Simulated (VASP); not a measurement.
Here is a VASP 6.6.1 calculation.

File POSCAR:

```
Ga2O3
1.0
    1.3883852660      0.0000000000     -5.6399772456
    0.0000000000      3.0390611527      0.0000000000
   11.8391675716     -2.1273428069      1.6970582894
Ga O
8 12
Direct
   -0.2926325462      0.5883646817      0.8405209738
    0.5573674538      0.7383646817      0.3405209738
    0.2426325462      0.4616353183      0.6594790262
    0.0926325462      0.6116353183      0.1594790262
    0.0581417050      0.2861095126      0.4087278752
    0.2081417050      1.1361095126      0.9087278752
    0.5918582950      0.0638904874      0.0912721248
   -0.2581417050      0.9138904874      0.5912721248
   -0.5848934335      0.6399500317      0.9142143310
    0.2651065665      0.7899500317      0.4142143310
    0.5348934335      0.4100499683      0.5857856690
    0.3848934335      0.5600499683      0.0857856690
   -0.0365222273      0.6463393988      0.9233419983
   -0.1865222273      0.7963393988      0.4233419983
   -0.0134777727      0.4036606012      0.5766580017
    0.8365222273      0.5536606012      0.0766580017
    0.0676481819      0.1723996000      0.2462851429
    0.2176481819      1.0223996000      0.7462851429
    0.5823518181      0.1776004000      0.2537148571
   -0.2676481819      1.0276004000      0.7537148571
```

File INCAR.step1:

```
SYSTEM = Ga2O3
PREC = Accurate
ENCUT = 520
ISMEAR = 0
SIGMA = 0.05
LREAL = Auto
LASPH = .TRUE.
NELM = 60
NBANDS = 104
GGA = PE
ALGO = Normal
EDIFF = 1E-4
LWAVE = .TRUE.
LCHARG = .FALSE.
```

The input INCAR.step2:

```
SYSTEM = Ga2O3
PREC = Accurate
ENCUT = 520
EDIFF = 1E-6
ISMEAR = 0
SIGMA = 0.05
LREAL = Auto
LASPH = .TRUE.
NELM = 60
ALGO = Normal
ISIF = 2
LWAVE = .FALSE.
LCHARG = .TRUE.
METAGGA = R2SCAN
LMIXTAU = .TRUE.
LELF = .TRUE.
LVHAR = .TRUE.
NBANDS = 104
ISTART = 1
```

KPOINTS

```
regular mesh
0
G
  4 7 2
  0 0 0
```

Potentials or basis: VASP PAW PBE potentials, release 64 (Ga_d, O).

The run is started by

```sh
$ cat potpaw_PBE.64/Ga_d/POTCAR potpaw_PBE.64/O/POTCAR > POTCAR
$ cp INCAR.step1 INCAR
$ mpirun -np 1 vasp_std > vasp.out
$ cp INCAR.step2 INCAR
$ mpirun -np 1 vasp_std > vasp.out
```

Question: Estimate the largest force.

Answer: 5.081 eV/Å.

Question: What does it give for the pressure?

Answer: 4.3 GPa.

Stress tensor (GPa, compression positive):
```
13.62 -5.40  8.60
-5.40 -0.61 -1.59
 8.60 -1.59 -0.08
```

Caveat: the cell stands under pressure; the PAW data sets were made with another functional, which shifts forces and pressure a little.
